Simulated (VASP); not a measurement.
Wanted: the native input for a VASP 6.6.1 run.

```
Task                   : electric field gradients
Functional             : PBE
Potentials or basis    : VASP PAW PBE potentials, release 64 (Ta_pv, N)
Cutoff                 : 520 eV
k mesh                 : 12 × 12 × 10
Occupations            : fermi-dirac, width 0.02 eV
Spin                   : no spin polarisation
Dipole correction      : no
Further INCAR settings : ALGO = Normal; EDIFF = 1e-08; NBANDS = 15
```

The structure of TaN lies in POSCAR:

```
TaN
1.0
    2.9379988584      0.0000000000      0.0000000000
   -1.4689994292      2.5443816477      0.0000000000
    0.0000000000      0.0000000000      2.9406600000
Ta N
1 1
Direct
    0.3333333333      0.6666666667      0.5000000000
    0.0000000000      0.0000000000      0.0000000000
```

This cell differs from its parent crystal: zz strain of +2 %.

These files were run (other wordings do the same):

INCAR

```
  PREC = Accurate
  ENCUT = 520
  EDIFF = 1E-8
  ISMEAR = -1
  SIGMA = 0.02
  LREAL = F
  LASPH = T
  NELM = 80
  ALGO = Normal
  ISIF = 2
  LWAVE = F
  LCHARG = F
  GGA = PE
  LEFG = T
  NBANDS = 15
```

KPOINTS

```
Automatic mesh
0
Gamma
  12 12 10
```

Potentials or basis: VASP PAW PBE potentials, release 64 (Ta_pv, N).

Command:

```bash
$ cat potpaw_PBE.64/Ta_pv/POTCAR potpaw_PBE.64/N/POTCAR > POTCAR
$ mpirun -np 1 vasp_std > vasp.out
```

Results of the run:

* Pressure: -1.9 GPa
* Band gap on the k mesh: zero (band 8 reaches 8.30 eV, above the bottom of band 9 at 7.94 eV)

Caveat: the cell differs from its parent crystal (zz strain of +2 %); without QUAD_EFG the Cq values of the log hold for a quadrupole moment of 1 mb, not for the nuclei; spin-orbit coupling is left out, which moves the levels of the heavy elements.

Wall time 36 s on 1 thread of Intel(R) Xeon(R) Platinum 8259CL CPU @ 2.50GHz (Skylake/Cascade Lake) (shared host), peak memory 0.17 GiB.
